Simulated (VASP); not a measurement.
Here is a VASP 6.6.1 calculation.

Contents of INCAR:

```
ALGO = Normal ; EDIFF = 1E-6
ENCUT = 520 ; GGA = PS
ISIF = 2 ; ISMEAR = -1
LASPH = T ; LCHARG = T
LELF = T ; LREAL = F
LVHAR = T ; LWAVE = F
NBANDS = 17 ; NELM = 60
PREC = Accurate ; SIGMA = 0.05
```

File KPOINTS:

```
k-points
0
Gamma
  7 7 7
```

File POSCAR:

```
SnTe
1.0
    0.0000000000      2.8255434263      2.8255434263
    2.8255434263      0.0000000000      2.8255434263
    2.8255434263      2.8255434263      0.0000000000
Te Sn
1 1
Direct
    0.5000000000      0.5000000000      0.5000000000
    0.0000000000      0.0000000000      0.0000000000
```

Potentials or basis: VASP PAW PBE potentials, release 64 (Te, Sn_d).

The run is started by

```sh
$ cat potpaw_PBE.64/Te/POTCAR potpaw_PBE.64/Sn_d/POTCAR > POTCAR
$ mpirun -np 1 vasp_std > vasp.out
```

Problem. Estimate the pressure.

Solution. 30.1 GPa.

Caveat: the PAW data sets were made with another functional, which shifts forces and pressure a little.
